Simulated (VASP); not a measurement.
Input of a VASP 6.6.1 run:

INCAR

```
SYSTEM = MoS2
PREC = Accurate
ENCUT = 520
EDIFF = 1E-7
ISMEAR = 0
SIGMA = 0.15
LREAL = .FALSE.
LASPH = .TRUE.
NELM = 100
ALGO = Fast
ISIF = 2
LWAVE = .FALSE.
LCHARG = .FALSE.
GGA = PS
IVDW = 12
NBANDS = 49
```

File KPOINTS:

```
Automatic mesh
0
G
  14 14 3
  0 0 0
```

File POSCAR:

```
MoS2
1.0
   -3.0798097231      0.0000000000      0.0000000000
   -1.5399048616     -2.6671934590      0.0000000000
   -3.2338002093     -1.8670354213     17.1411508765
Mo S
3 6
Direct
    0.5483221154      0.5483221154      0.1690636447
    0.4081825491     -0.5918174509      0.8454535013
   -0.0217476678     -0.0217476678      0.5072585730
    0.0091114560      0.0091114560      0.9393645867
    0.5791812392     -0.4208187608      0.6011696583
    0.1492510223      0.1492510223      0.2629747300
    0.3773234253      0.3773234253      0.4133474877
    0.9473932085     -0.0526067915      0.0751525593
   -0.1927463579     -0.1927463579      0.7515424160
```

Potentials or basis: VASP PAW PBE potentials, release 64 (Mo_sv, S).

The run is started by

```console
$ cat potpaw_PBE.64/Mo_sv/POTCAR potpaw_PBE.64/S/POTCAR > POTCAR
$ mpirun -np 1 vasp_std > vasp.out
```

What does it give for the pressure?

2.6 GPa.

Estimate the band gap on the k mesh.

zero (bands 39 and 40 overlap by 0.53 eV).

Estimate the largest force.

1.673 eV/Å.

Stress tensor (GPa, compression positive):
```
 1.54 -0.29 -0.81
-0.29  1.88 -0.47
-0.81 -0.47  4.47
```

Caveat: the PAW data sets were made with another functional, which shifts forces and pressure a little.
